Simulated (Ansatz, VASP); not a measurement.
Ba in VASP and in Ansatz

The input POSCAR:

```
Ba
1.0
    3.9177175405      0.0000000000      0.0000000000
    0.0000000000      3.9177175405      0.0000000000
    0.0000000000      0.0000000000      4.2311349437
Ba
1
Direct
    0.0000000000      0.0000000000      0.0000000000
```

File INCAR.step1:

```
SYSTEM = Ba
  PREC = Accurate
  ENCUT = 520
  ISMEAR = 0
  SIGMA = 0.15
  LREAL = .False.
  LASPH = .True.
  NELM = 100
  NBANDS = 11
  GGA = PE
  ALGO = Normal
  EDIFF = 1E-4
  LWAVE = .True.
  LCHARG = .False.
```

File INCAR.step2:

```
SYSTEM = Ba
  PREC = Accurate
  ENCUT = 520
  EDIFF = 1E-6
  ISMEAR = 0
  SIGMA = 0.15
  LREAL = .False.
  LASPH = .True.
  NELM = 100
  ALGO = Normal
  ISIF = 2
  LWAVE = .False.
  LCHARG = .True.
  METAGGA = R2SCAN
  LMIXTAU = .True.
  LELF = .True.
  LVHAR = .True.
  NBANDS = 11
  ISTART = 1
```

Contents of KPOINTS:

```
regular mesh
0
Gamma
  12 12 12
  0 0 0
```

Input for Ansatz:

```yaml
crystal:
  lattice:
    - [3.9177175405, 0.0, 0.0]
    - [0.0, 3.9177175405, 0.0]
    - [0.0, 0.0, 4.2311349437]
  atoms:
    - { symbol: Ba, position: [0.0, 0.0, 0.0] }
basis:
  ecutwfc: 500
kpoints:
  mp_grid: { grid: [12, 12, 12] }
hamiltonian:
  xc: r2scan
scf:
  occupations: { method: gaussian, width: 0.15 }
output:
  forces: true
  stress: true
  eigenvalues: true
```

Change from the starting cell: strain +0.000 along x and y, +0.080 along z, atoms carried along.

Alike in both runs: task single point; functional r2SCAN; k mesh 12 × 12 × 12; occupations gaussian, width 0.15 eV; no spin polarisation.

|  | VASP | Ansatz |
| --- | --- | --- |
| version | VASP 6.6.1 | Ansatz 0.2.0 |
| potentials or method | VASP PAW PBE potentials, release 64 (Ba_sv), cutoff 520 eV | scalar-relativistic, plane waves, PAW |
| valence electrons in the cell | 10 | 10 |

Ansatz gave:

| Quantity | Value |
| --- | --- |
| gap on the k mesh at the Fermi level (eV) | none |
| pressure (GPa) | -0.5 |
| traceless stress, the component that is largest in VASP (GPa) | -1.33 |

Task: Estimate VASP's values.

Result: gap on the k mesh at the Fermi level (eV): none; pressure (GPa): -0.4; traceless stress, the component that is largest in VASP (GPa): -1.38.

VASP's potentials were made for PBE, not for r2SCAN. A gap of «none» marks a metal or a gap that the smearing closes. The functional is the same, so the differences come from potentials, cutoffs and numerics.

Spin-orbit coupling is off throughout.
